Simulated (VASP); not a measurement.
# CsPbCl3 (Pmmm) in VASP: single point with PBEsol

Aim: the single point of CsPbCl3 with PBEsol.

All numbers are computed with VASP 6.6.1; they aren't measurements. Logs are shortened: lines on timing, memory, paths and dates and some standing lists are left out, and cuts for length are marked.

## (1) The cell of the first run

It takes space group Pmmm (No. 47, orthorhombic). Conventional cell: a = 5.479 Å, b = 5.605 Å, c = 5.731 Å, α = 90.00°, β = 90.00°, γ = 90.00°. Cs (site symmetry mmm) has 12 Cl at 3.92 to 4.01 Å and 8 Pb at 4.85 Å within 5.1 Å. Within 3.6 Å of Pb (site symmetry mmm) lie 6 Cl at 2.74 to 2.87 Å. Cl (site symmetry mmm) has 2 Pb at 2.87 Å and 4 Cs at 3.92 Å and 8 Cl at 3.96 to 4.01 Å within 4.1 Å. Within 3.6 Å of Cl (site symmetry mmm) lie 2 Pb at 2.74 Å. Cl (site symmetry mmm) has 2 Pb at 2.80 Å within 3.7 Å.

## (2) Single point, PBEsol (strain +0.0225 x Voigt [1, -1, 0, 0, 0, 0])

INCAR

```
SYSTEM = CsPbCl3
PREC     = Accurate       ! precision mode
ENCUT    = 520            ! plane-wave cutoff, eV
EDIFF    = 1E-6           ! SCF threshold, eV
ISMEAR   = 0              ! smearing method
SIGMA    = 0.05           ! smearing width, eV
LREAL    = .FALSE.        ! projectors in reciprocal space
LASPH    = .TRUE.         ! aspherical terms in the spheres
NELM     = 60             ! most SCF steps
ALGO     = Normal         ! electronic algorithm
ISIF     = 2              ! what is computed and relaxed
LWAVE    = .FALSE.        ! write WAVECAR
LCHARG   = .FALSE.        ! write CHGCAR
GGA      = PS             ! functional
NBANDS   = 30             ! bands
```

KPOINTS

```
Automatic mesh
0
G
  6 6 6
  0 0 0
```

POSCAR

```
CsPbCl3
1.0
    5.7311125000      0.0000000000      0.0000000000
    0.0000000000      5.4788875000      0.0000000000
    0.0000000000      0.0000000000      5.6050000000
Cs Pb Cl
1 1 3
Direct
    0.0000000000      0.0000000000      0.0000000000
    0.5000000000      0.5000000000      0.5000000000
    0.0000000000      0.5000000000      0.5000000000
    0.5000000000      0.0000000000      0.5000000000
    0.5000000000      0.5000000000      0.0000000000
```

Potentials or basis: VASP PAW PBE potentials, release 64 (Cs_sv, Pb_d, Cl).

Launch:

```
$ cat potpaw_PBE.64/Cs_sv/POTCAR potpaw_PBE.64/Pb_d/POTCAR potpaw_PBE.64/Cl/POTCAR > POTCAR
$ mpirun -np 1 vasp_std > vasp.out
```

OUTCAR:

```text
SYSTEM = CsPbCl3
   PREC = Accurate
   ENCUT = 520
   EDIFF = 1E-6
   ISMEAR = 0
   LREAL = .FALSE.
   LASPH = .TRUE.
   NELM = 60
   ISIF = 2
   GGA = PS

 ion  position               nearest neighbor table
   1  0.000  0.000  0.000-
   2  0.500  0.500  0.500-   4 2.74   4 2.74   5 2.80   5 2.80   3 2.87   3 2.87
   3  0.000  0.500  0.500-   2 2.87   2 2.87
   4  0.500  0.000  0.500-   2 2.74   2 2.74
   5  0.500  0.500  0.000-   2 2.80   2 2.80

  LATTYP: Found a simple orthorhombic cell.
 ALAT       =     5.4788875000
 B/A-ratio  =     1.0230179028
 C/A-ratio  =     1.0460358056

  Lattice vectors:

 A1 = (   0.0000000000,   5.4788875000,   0.0000000000)
 A2 = (   0.0000000000,   0.0000000000,   5.6050000000)
 A3 = (   5.7311125000,   0.0000000000,   0.0000000000)

Analysis of symmetry for initial positions (statically):
=====================================================================
 Subroutine PRICEL returns:
 Original cell was already a primitive cell.

 Routine SETGRP: Setting up the symmetry group for a
 simple orthorhombic supercell.

 Subroutine GETGRP returns: Found  8 space group operations
 (whereof  8 operations were pure point group operations)
 out of a pool of  8 trial point group operations.

The static configuration has the point symmetry D_2h.

Analysis of symmetry for dynamics (positions and initial velocities):
=====================================================================
 Subroutine PRICEL returns:
 Original cell was already a primitive cell.

 Routine SETGRP: Setting up the symmetry group for a
 simple orthorhombic supercell.

 Subroutine GETGRP returns: Found  8 space group operations
 (whereof  8 operations were pure point group operations)
 out of a pool of  8 trial point group operations.

The dynamic configuration has the point symmetry D_2h.

 Subroutine INISYM returns: Found  8 space group operations
 (whereof  8 operations are pure point group operations),
 and found     1 'primitive' translations

----------------------------------------------------------------------------------------

                                     Primitive cell

  volume of cell :     175.9977

  direct lattice vectors                    reciprocal lattice vectors
     5.731112500  0.000000000  0.000000000     0.174486193  0.000000000  0.000000000
     0.000000000  5.478887500  0.000000000     0.000000000  0.182518805  0.000000000
     0.000000000  0.000000000  5.605000000     0.000000000  0.000000000  0.178412132

  length of vectors
     5.731112500  5.478887500  5.605000000     0.174486193  0.182518805  0.178412132

  position of ions in fractional coordinates (direct lattice)
     0.000000000  0.000000000  0.000000000
     0.500000000  0.500000000  0.500000000
     0.000000000  0.500000000  0.500000000
     0.500000000  0.000000000  0.500000000
     0.500000000  0.500000000  0.000000000

  ion indices of the primitive-cell ions
   primitive index   ion index
                 1           1
                 2           2
                 3           3
                 4           4
                 5           5

----------------------------------------------------------------------------------------

 KPOINTS: Automatic mesh

Automatic generation of k-mesh.
 Grid dimensions read from file:
 generate k-points for:    6    6    6

 Generating k-lattice:

  Cartesian coordinates                     Fractional coordinates (reciprocal lattice)
     0.029081032  0.000000000  0.000000000     0.166666667  0.000000000  0.000000000
     0.000000000  0.030419801  0.000000000     0.000000000  0.166666667  0.000000000
     0.000000000  0.000000000  0.029735355     0.000000000  0.000000000  0.166666667

  Length of vectors
     0.029081032  0.030419801  0.029735355

  Shift w.r.t. Gamma in fractional coordinates (k-lattice)
     0.000000000  0.000000000  0.000000000

 Subroutine IBZKPT returns following result:
 ===========================================

 Found     64 irreducible k-points:

 Following reciprocal coordinates:
            Coordinates               Weight
  0.000000  0.000000  0.000000      1.000000
  0.166667  0.000000  0.000000      2.000000
  0.333333  0.000000  0.000000      2.000000
  0.500000  0.000000  0.000000      1.000000
  0.000000  0.166667  0.000000      2.000000
  0.166667  0.166667  0.000000      4.000000
[... 16 lines left out ...]
  0.333333  0.166667  0.166667      8.000000
  0.500000  0.166667  0.166667      4.000000
 [... further k-points ...]
   k-points           NKPTS =     64   k-points in BZ     NKDIM =     64   number of bands    NBANDS=     30
   number of dos      NEDOS =    301   number of ions     NIONS =      5
   total plane-waves  NPLWV =  84672
   dimension x,y,z NGX =    48 NGY =   42 NGZ =   42
   dimension x,y,z NGXF=    96 NGYF=   84 NGZF=   84
   ions per type =               1   1   3
   NGX,Y,Z   is equivalent  to a cutoff of  13.92, 12.74, 12.46 a.u.
   NGXF,Y,Z  is equivalent  to a cutoff of  27.85, 25.49, 24.91 a.u.
 SYSTEM =  CsPbCl3
   PREC   = accura    normal or accurate (medium, high low for compatibility)
   ISTART =      0    job   : 0-new  1-cont  2-samecut
   ICHARG =      2    charge: 1-file 2-atom 10-const
   ISPIN  =      1    spin polarized calculation?
   LNONCOLLINEAR =      F non collinear calculations
   LSORBIT =      F    spin-orbit coupling
   LASPH  =      T    aspherical Exc in radial PAW
   ENCUT  =  520.0 eV  38.22 Ry    6.18 a.u.  10.66 10.19 10.42*2*pi/ulx,y,z
   NELM   =     60;   NELMIN=  2; NELMDL= -5     # of ELM steps
   EDIFF  = 0.1E-05   stopping-criterion for ELM
   LREAL  =      F    real-space projection
[... 7 lines left out ...]
   TEBEG  =    0.0;   TEEND  =   0.0 temperature during run
   PSTRESS=    0.0 pullay stress
   NELECT =      44.0000    total number of electrons
   NUPDOWN=      -1.0000    fix difference up-down
   EMIN   =  10.00;   EMAX   =-10.00  energy-range for DOS
   EFERMI =   0.00;   METHOD = LEGACY
   ISMEAR =     0;   SIGMA  =   0.05  broadening in eV -4-tet -1-fermi 0-gaus
   EFERMI_NEDOS =   21; number of points for ismear=-14 and -15
   IALGO  =     38    algorithm
   IMIX   =      4    mixing-type and parameters
     AMIX     =   0.40;   BMIX     =  1.00
     AMIX_MAG =   1.60;   BMIX_MAG =  1.00
  volume/ion in A,a.u.               =      35.20       237.54
  Fermi-wavevector in a.u.,A,eV,Ry     =   1.031312  1.948897 14.471217  1.063604
  Thomas-Fermi vector in A             =   2.165454
   LORBIT       =      0    0 simple, 1 ext, 2 COOP (PROOUT), +10 PAW based schemes
   GGA     = PS    functional components
   LHFCALC =     F    Hartree Fock is set to
   AEXX    =    0.0000 exact exchange contribution
   IVDW    =     0    specifies the selected vdW correction
   LEPSILON=     F    determine dielectric tensor
   LRPA    =     F    only Hartree local field effects (RPA)
 non-spin polarized calculation
 Gauss-broadening in eV      SIGMA  =   0.05
  energy-cutoff  :      520.00
  volume of cell :      176.00
 maximum number of plane-waves:      4764
 NGX is ok and might be reduce to    48
   NGX = 21   NGY = 21   NGZ = 21

 number of electron      43.9999997 magnetization

 Free energy of the ion-electron system (eV)
  ---------------------------------------------------
  ext. energy  EPLUGINS =         0.00000000
  ---------------------------------------------------
  free energy    TOTEN  =       -18.35153566 eV

  energy without entropy =      -18.35153566  energy(sigma->0) =      -18.35153566

 E-fermi :   2.0031     XC(G=0):  -8.0110

 val. band max:        1.7433290598   @ k =   0.5000   0.5000   0.5000
 cond. band min:       3.3627106718   @ k =   0.5000   0.5000   0.5000
 fundamental gap:      1.6193816120
 Fermi energy:         2.0030829675

 k-point     1 :       0.0000    0.0000    0.0000
  band No.  band energies     occupation
      1     -19.6292      2.00000
      2     -15.1069      2.00000
      3     -15.0235      2.00000
      4     -14.8051      2.00000
      5     -14.7997      2.00000
      6     -14.7929      2.00000
[... 22 lines left out ...]
     29       7.4683      0.00000
     30       7.8251      0.00000

 k-point     2 :       0.1667    0.0000    0.0000
  band No.  band energies     occupation
      1     -19.6287      2.00000
      2     -15.1055      2.00000
      3     -15.0073      2.00000
      4     -14.8054      2.00000
      5     -14.7999      2.00000
      6     -14.7929      2.00000
[... 22 lines left out ...]
     29       7.0000      0.00000
     30       7.8513      0.00000

 k-point     3 :       0.3333    0.0000    0.0000
  band No.  band energies     occupation
      1     -19.6278      2.00000
      2     -15.1038      2.00000
      3     -14.9736      2.00000
      4     -14.8059      2.00000
      5     -14.8005      2.00000
      6     -14.7929      2.00000
[... 22 lines left out ...]
     29       7.2343      0.00000
     30       8.1452      0.00000

 k-point     4 :       0.5000    0.0000    0.0000
  band No.  band energies     occupation
      1     -19.6274      2.00000
      2     -15.1032      2.00000
      3     -14.9562      2.00000
      4     -14.8062      2.00000
      5     -14.8008      2.00000
      6     -14.7928      2.00000
[... 22 lines left out ...]
     29       7.4142      0.00000
     30       8.5490      0.00000

 k-point     5 :       0.0000    0.1667    0.0000
  band No.  band energies     occupation
      1     -19.6284      2.00000
      2     -15.0715      2.00000
      3     -15.0206      2.00000
      4     -14.8051      2.00000
      5     -14.8002      2.00000
      6     -14.7934      2.00000
[... 22 lines left out ...]
     29       7.4159      0.00000
     30       7.5911      0.00000
[... 526 lines left out ...]
     29       7.0740      0.00000
     30       7.6479      0.00000

 k-point    22 :       0.1667    0.1667    0.1667
  band No.  band energies     occupation
      1     -19.6275      2.00000
      2     -15.0584      2.00000
      3     -14.9880      2.00000
      4     -14.8057      2.00000
      5     -14.8005      2.00000
      6     -14.7938      2.00000
[... 22 lines left out ...]
     29       7.4525      0.00000
     30       7.5056      0.00000

 k-point    23 :       0.3333    0.1667    0.1667
  band No.  band energies     occupation
      1     -19.6267      2.00000
      2     -15.0560      2.00000
      3     -14.9522      2.00000
      4     -14.8063      2.00000
      5     -14.8010      2.00000
      6     -14.7938      2.00000
[... 22 lines left out ...]
     29       7.6259      0.00000
     30       8.0422      0.00000

 k-point    24 :       0.5000    0.1667    0.1667
  band No.  band energies     occupation
      1     -19.6263      2.00000
      2     -15.0553      2.00000
      3     -14.9334      2.00000
      4     -14.8066      2.00000
      5     -14.8013      2.00000
      6     -14.7938      2.00000
[... 22 lines left out ...]
     29       7.7210      0.00000
     30       8.1934      0.00000

 [... further k-points ...]
[... 5 lines left out ...]
  --------------------------------------------------------------------------------------
  -------------------------------------------------------------------------------------
  Total       -0.9776942      1.6490211      0.1757647      0.0000000     -0.0000000      0.0000000
  in kB       -8.9003421     15.0116992      1.6000568      0.0000000     -0.0000000      0.0000000
  external PRESSURE =       2.5704713 kB  Pullay stress =       0.0000000 kB

 VOLUME and BASIS-vectors are now :
 -----------------------------------------------------------------------------
  energy-cutoff  :      520.00
  volume of cell :      176.00
      direct lattice vectors                 reciprocal lattice vectors
     5.731112500  0.000000000  0.000000000     0.174486193  0.000000000  0.000000000
     0.000000000  5.478887500  0.000000000     0.000000000  0.182518805  0.000000000
     0.000000000  0.000000000  5.605000000     0.000000000  0.000000000  0.178412132

 POSITION                                       TOTAL-FORCE (eV/Angst)
 -----------------------------------------------------------------------------------
      0.00000      0.00000      0.00000         0.000000      0.000000      0.000000
      2.86556      2.73944      2.80250         0.000000      0.000000      0.000000
      0.00000      2.73944      2.80250         0.000000      0.000000      0.000000
      2.86556      0.00000      2.80250         0.000000      0.000000      0.000000
      2.86556      2.73944      0.00000         0.000000      0.000000      0.000000
 -----------------------------------------------------------------------------------
    total drift:                                0.000000     -0.000000     -0.000000

  FREE ENERGIE OF THE ION-ELECTRON SYSTEM (eV)
  ---------------------------------------------------
  free  energy   TOTEN  =       -18.3515356631 eV

  energy  without entropy=      -18.3515356631  energy(sigma->0) =      -18.35153566
```

It took 3.4 min on 1 thread of AMD EPYC 9R45 (Zen 5), shared host; peak memory 0.44 GiB.

What came out:

| Property | Result |
| --- | --- |
| Free energy | -18.3515 eV |
| Pressure | 0.3 GPa |
| Band gap on the k mesh | 1.62 eV |

Caveat: the cell differs from its parent crystal (strain +0.0225 x Voigt [1, -1, 0, 0, 0, 0]); the PAW data sets were made with another functional, which shifts forces and pressure a little; spin-orbit coupling is left out, which moves the levels of the heavy elements. A k mesh can miss the band edges.
